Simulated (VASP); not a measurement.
# ZrB (Fm-3m) in VASP: a series of runs

Runs on ZrB. Level: PBE. Tasks: single point.

Everything below comes from runs of VASP 6.6.1. Logs are shortened: lines on timing, memory, paths and dates and some standing lists are left out, and cuts for length are marked.

## 1. The cell of the first run

Symmetry: Fm-3m, No. 225, cubic system. The conventional cell has a = 4.855 Å, b = 4.855 Å, c = 4.855 Å, α = 90.00°, β = 90.00°, γ = 90.00°. Within 3.2 Å of Zr (site symmetry m-3m) lie 6 B at 2.43 Å. Within 3.2 Å of B (site symmetry m-3m) lie 6 Zr at 2.43 Å.

## 2. Single point, PBE (volume scaled by 0.97)

File INCAR:

```
  PREC = Accurate
  ENCUT = 520
  EDIFF = 1E-7
  ISMEAR = 0
  SIGMA = 0.1
  LREAL = False
  LASPH = True
  NELM = 100
  ALGO = Normal
  ISIF = 2
  LWAVE = False
  LCHARG = True
  GGA = PE
  LELF = True
  LVHAR = True
  NBANDS = 14
```

File KPOINTS:

```
Automatic mesh
0
Gamma
  14 14 14
```

File POSCAR:

```
ZrB
1.0
    0.0000000000      2.4272806486      2.4272806486
    2.4272806486      0.0000000000      2.4272806486
    2.4272806486      2.4272806486      0.0000000000
Zr B
1 1
Direct
    0.0000000000      0.0000000000      0.0000000000
    0.5000000000      0.5000000000      0.5000000000
```

Potentials or basis: VASP PAW PBE potentials, release 64 (Zr_sv, B).

The run is started by

```bash
$ cat potpaw_PBE.64/Zr_sv/POTCAR potpaw_PBE.64/B/POTCAR > POTCAR
$ mpirun -np 1 vasp_std > vasp.out
```

OUTCAR:

```text
PREC = Accurate
   ENCUT = 520
   EDIFF = 1E-7
   ISMEAR = 0
   LREAL = False
   LASPH = True
   NELM = 100
   ISIF = 2
   GGA = PE

 ion  position               nearest neighbor table
   1  0.000  0.000  0.000-   2 2.43   2 2.43   2 2.43   2 2.43   2 2.43   2 2.43
   2  0.500  0.500  0.500-   1 2.43   1 2.43   1 2.43   1 2.43   1 2.43   1 2.43

  LATTYP: Found a face centered cubic cell.
 ALAT       =     4.8545612972

  Lattice vectors:

 A1 = (   0.0000000000,   2.4272806486,   2.4272806486)
 A2 = (   2.4272806486,   0.0000000000,   2.4272806486)
 A3 = (   2.4272806486,   2.4272806486,   0.0000000000)

Analysis of symmetry for initial positions (statically):
=====================================================================
 Subroutine PRICEL returns:
 Original cell was already a primitive cell.

 Routine SETGRP: Setting up the symmetry group for a
 face centered cubic supercell.

 Subroutine GETGRP returns: Found 48 space group operations
 (whereof 48 operations were pure point group operations)
 out of a pool of 48 trial point group operations.

The static configuration has the point symmetry O_h .

Analysis of symmetry for dynamics (positions and initial velocities):
=====================================================================
 Subroutine PRICEL returns:
 Original cell was already a primitive cell.

 Routine SETGRP: Setting up the symmetry group for a
 face centered cubic supercell.

 Subroutine GETGRP returns: Found 48 space group operations
 (whereof 48 operations were pure point group operations)
 out of a pool of 48 trial point group operations.

The dynamic configuration has the point symmetry O_h .

 Subroutine INISYM returns: Found 48 space group operations
 (whereof 48 operations are pure point group operations),
 and found     1 'primitive' translations

----------------------------------------------------------------------------------------

                                     Primitive cell

  volume of cell :      28.6016

  direct lattice vectors                    reciprocal lattice vectors
     0.000000000  2.427280649  2.427280649    -0.205991837  0.205991837  0.205991837
     2.427280649  0.000000000  2.427280649     0.205991837 -0.205991837  0.205991837
     2.427280649  2.427280649  0.000000000     0.205991837  0.205991837 -0.205991837

  length of vectors
     3.432693213  3.432693213  3.432693213     0.356788328  0.356788328  0.356788328

  position of ions in fractional coordinates (direct lattice)
     0.000000000  0.000000000  0.000000000
     0.500000000  0.500000000  0.500000000

[... 82 lines left out ...]
   ISIF   =      2    stress and relaxation
   ISYM   =      2    0-nonsym 1-usesym 2-fastsym
   POTIM  = 0.5000    time-step for ionic-motion
   TEBEG  =    0.0;   TEEND  =   0.0 temperature during run
   PSTRESS=    0.0 pullay stress
   NELECT =      15.0000    total number of electrons
   NUPDOWN=      -1.0000    fix difference up-down
   EMIN   =  10.00;   EMAX   =-10.00  energy-range for DOS
   EFERMI =   0.00;   METHOD = LEGACY
   ISMEAR =     0;   SIGMA  =   0.10  broadening in eV -4-tet -1-fermi 0-gaus
   EFERMI_NEDOS =   21; number of points for ismear=-14 and -15
   IALGO  =     38    algorithm
   IMIX   =      4    mixing-type and parameters
     AMIX     =   0.40;   BMIX     =  1.00
     AMIX_MAG =   1.60;   BMIX_MAG =  1.00
  volume/ion in A,a.u.               =      14.30        96.51
  Fermi-wavevector in a.u.,A,eV,Ry     =   1.320207  2.494829 23.714216  1.742946
  Thomas-Fermi vector in A             =   2.450049
   LORBIT       =      0    0 simple, 1 ext, 2 COOP (PROOUT), +10 PAW based schemes
   GGA     = PE    functional components
   LHFCALC =     F    Hartree Fock is set to
   AEXX    =    0.0000 exact exchange contribution
   IVDW    =     0    specifies the selected vdW correction
   LEPSILON=     F    determine dielectric tensor
   LRPA    =     F    only Hartree local field effects (RPA)
 non-spin polarized calculation
 Gauss-broadening in eV      SIGMA  =   0.10
  energy-cutoff  :      520.00
  volume of cell :       28.60
 maximum number of plane-waves:       785
 NGX is ok and might be reduce to    28
   NGX = 13   NGY = 13   NGZ = 13

 number of electron      15.0000000 magnetization

 Free energy of the ion-electron system (eV)
  ---------------------------------------------------
  ext. energy  EPLUGINS =         0.00000000
  ---------------------------------------------------
  free energy    TOTEN  =       -15.99110893 eV

  energy without entropy =      -15.98484310  energy(sigma->0) =      -15.98797602

 E-fermi :   7.7391     XC(G=0): -11.6139

 val. band max:        7.7306940649   @ k =   0.3571   0.1429   0.0000
 cond. band min:       7.7450570122   @ k =  -0.1429   0.1429   0.0000
 fundamental gap:      0.0143629473
 Fermi energy:         7.7390649579

 k-point     1 :       0.0000    0.0000    0.0000
  band No.  band energies     occupation
      1     -39.6093      2.00000
      2     -17.4245      2.00000
      3     -17.4245      2.00000
      4     -17.4245      2.00000
      5      -0.3660      2.00000
      6       9.5187      0.00000
      7       9.5187      0.00000
      8       9.5187      0.00000
      9      10.9803      0.00000
     10      10.9803      0.00000
     11      11.2370      0.00000
     12      11.2370      0.00000
     13      11.2370      0.00000
     14      18.5029      0.00000
[... 377 lines left out ...]
      1     -39.5698      2.00000
      2     -17.7248      2.00000
      3     -17.5013      2.00000
      4     -17.4913      2.00000
      5       1.1126      2.00000
      6       6.4365      2.00000
      7       7.5860      1.96961
      8       8.2983      0.00000
      9       9.8457      0.00000
     10      11.7199      0.00000
     11      13.0254      0.00000
     12      14.3775      0.00000
     13      16.6608      0.00000
     14      20.1948      0.00000

 [... further k-points ...]
[... 5 lines left out ...]
  --------------------------------------------------------------------------------------
  -------------------------------------------------------------------------------------
  Total        0.9434599      0.9434599      0.9434599      0.0000000      0.0000000      0.0000000
  in kB       52.8498872     52.8498872     52.8498872      0.0000000      0.0000000      0.0000000
  external PRESSURE =      52.8498872 kB  Pullay stress =       0.0000000 kB

 VOLUME and BASIS-vectors are now :
 -----------------------------------------------------------------------------
  energy-cutoff  :      520.00
  volume of cell :       28.60
      direct lattice vectors                 reciprocal lattice vectors
     0.000000000  2.427280649  2.427280649    -0.205991837  0.205991837  0.205991837
     2.427280649  0.000000000  2.427280649     0.205991837 -0.205991837  0.205991837
     2.427280649  2.427280649  0.000000000     0.205991837  0.205991837 -0.205991837

 POSITION                                       TOTAL-FORCE (eV/Angst)
 -----------------------------------------------------------------------------------
      0.00000      0.00000      0.00000         0.000000      0.000000     -0.000000
      2.42728      2.42728      2.42728         0.000000      0.000000      0.000000
 -----------------------------------------------------------------------------------
    total drift:                               -0.000000      0.000000      0.000000

  FREE ENERGIE OF THE ION-ELECTRON SYSTEM (eV)
  ---------------------------------------------------
  free  energy   TOTEN  =       -15.9911089295 eV

  energy  without entropy=      -15.9848431018  energy(sigma->0) =      -15.98797602
```

It took 23 s on 1 thread of Intel Xeon 6975P-C (Granite Rapids), shared host; peak memory 0.18 GiB.

Results:

```yaml
Free_energy: -15.9911 eV
Pressure: 5.3 GPa
```

Levels at points of the mesh, in eV from the Fermi level:
```
           k point  band 4  band 5  band 6  band 7  band 8  band 9  band 10  band 11  band 12  band 13
(0.00, 0.00, 0.00)  -25.16   -8.11    1.78    1.78    1.78    3.24     3.24     3.50     3.50     3.50
(0.50, 0.00, 0.00)  -25.23   -4.10   -3.88   -1.20   -1.20    4.99     4.99     6.31     7.63    11.67
(0.50, 0.50, 0.00)  -25.37   -6.18   -0.83   -0.72    2.13    2.13     4.72     5.94     5.94     8.95
```

Caveat: the cell differs from its parent crystal (volume scaled by 0.97).

## 3. Single point, PBE

This run uses another cell than the first one, of 14.74 Å³/atom, 1.031 times its volume.

Changes to INCAR since step 2:

```diff
@@ -2,3 +2,3 @@
   ENCUT = 520
-  EDIFF = 1E-7
+  EDIFF = 1E-6
   ISMEAR = 0
```

File KPOINTS:

```
regular mesh
0
Gamma
  14 14 14
```

File POSCAR:

```
ZrB
1.0
    0.0000000000      2.4520505293      2.4520505293
    2.4520505293      0.0000000000      2.4520505293
    2.4520505293      2.4520505293      0.0000000000
Zr B
1 1
Direct
    0.0000000000      0.0000000000      0.0000000000
    0.5000000000      0.5000000000      0.5000000000
```

Potentials or basis: VASP PAW PBE potentials, release 64 (Zr_sv, B).

The run is started by

```bash
$ cat potpaw_PBE.64/Zr_sv/POTCAR potpaw_PBE.64/B/POTCAR > POTCAR
$ mpirun -np 1 vasp_std > vasp.out
```

It took 22 s on 1 thread of Intel Xeon 6975P-C (Granite Rapids), shared host; peak memory 0.19 GiB.

The run converged. Its results:

- Free energy: -16.0062 eV
- Pressure: 0.1 GPa

Levels at points of the mesh, in eV from the Fermi level:
| k point | band 5 | band 6 | band 7 | band 8 | band 9 | band 10 | band 11 | band 12 |
| --- | --- | --- | --- | --- | --- | --- | --- | --- |
| (0.00, 0.00, 0.00) | -8.04 | 1.74 | 1.74 | 1.74 | 3.13 | 3.13 | 3.42 | 3.42 |
| (0.50, 0.00, 0.00) | -4.19 | -3.80 | -1.16 | -1.16 | 4.81 | 4.81 | 6.08 | 7.49 |
| (0.50, 0.50, 0.00) | -6.10 | -0.79 | -0.77 | 2.04 | 2.04 | 4.55 | 5.72 | 5.72 |

## 4. Single point, PBE (volume scaled by 1.03)

File INCAR:

```
  ALGO = Normal
  EDIFF = 1E-7
  ENCUT = 520
  GGA = PE
  ISIF = 2
  ISMEAR = 0
  LASPH = T
  LCHARG = T
  LELF = T
  LREAL = F
  LVHAR = T
  LWAVE = F
  NBANDS = 14
  NELM = 100
  PREC = Accurate
  SIGMA = 0.1
```

File KPOINTS:

```
k-points
0
Gamma
  14 14 14
```

File POSCAR:

```
ZrB
1.0
    0.0000000000      2.4763298363      2.4763298363
    2.4763298363      0.0000000000      2.4763298363
    2.4763298363      2.4763298363      0.0000000000
Zr B
1 1
Direct
    0.0000000000      0.0000000000      0.0000000000
    0.5000000000      0.5000000000      0.5000000000
```

The run is started by

```bash
$ cat potpaw_PBE.64/Zr_sv/POTCAR potpaw_PBE.64/B/POTCAR > POTCAR
$ mpirun -np 1 vasp_std > vasp.out
```

Run time: 23 s. Hardware: 1 thread of Intel Xeon 6975P-C (Granite Rapids), shared host; peak memory 0.18 GiB.

Results (log left out):

| Item | Value |
| --- | --- |
| Free energy | -15.9946 eV |
| Pressure | -4.4 GPa |

Levels at points of the mesh, in eV from the Fermi level:
| k point | band 4 | band 5 | band 6 | band 7 | band 8 | band 9 | band 10 | band 11 | band 12 | band 13 |
| --- | --- | --- | --- | --- | --- | --- | --- | --- | --- | --- |
| (0.00, 0.00, 0.00) | -25.46 | -7.97 | 1.70 | 1.70 | 1.70 | 3.03 | 3.03 | 3.35 | 3.35 | 3.35 |
| (0.50, 0.00, 0.00) | -25.51 | -4.26 | -3.73 | -1.12 | -1.12 | 4.64 | 4.64 | 5.85 | 7.35 | 10.92 |
| (0.50, 0.50, 0.00) | -25.63 | -6.04 | -0.86 | -0.72 | 1.96 | 1.96 | 4.38 | 5.51 | 5.51 | 8.22 |

Caveat: the cell differs from its parent crystal (volume scaled by 1.03).

## 5. Overview

| cell | gap on the mesh (eV) | pressure (GPa) |
| --- | --- | --- |
| a = 3.433 Å, angles 60.0°, 2 atoms | none | 5.3 |
| a = 3.468 Å, angles 60.0°, 2 atoms | none | 0.1 |
| a = 3.502 Å, angles 60.0°, 2 atoms | none | -4.4 |

Alike in all rows: task single point; level PBE; potentials or basis VASP PAW PBE potentials, release 64 (Zr_sv, B); no spin polarisation; k mesh 14 × 14 × 14; cutoff (eV) 520; smearing gaussian 0.1 eV.

Total energies depend on the potentials used, so only differences within one code and one set of settings carry meaning.
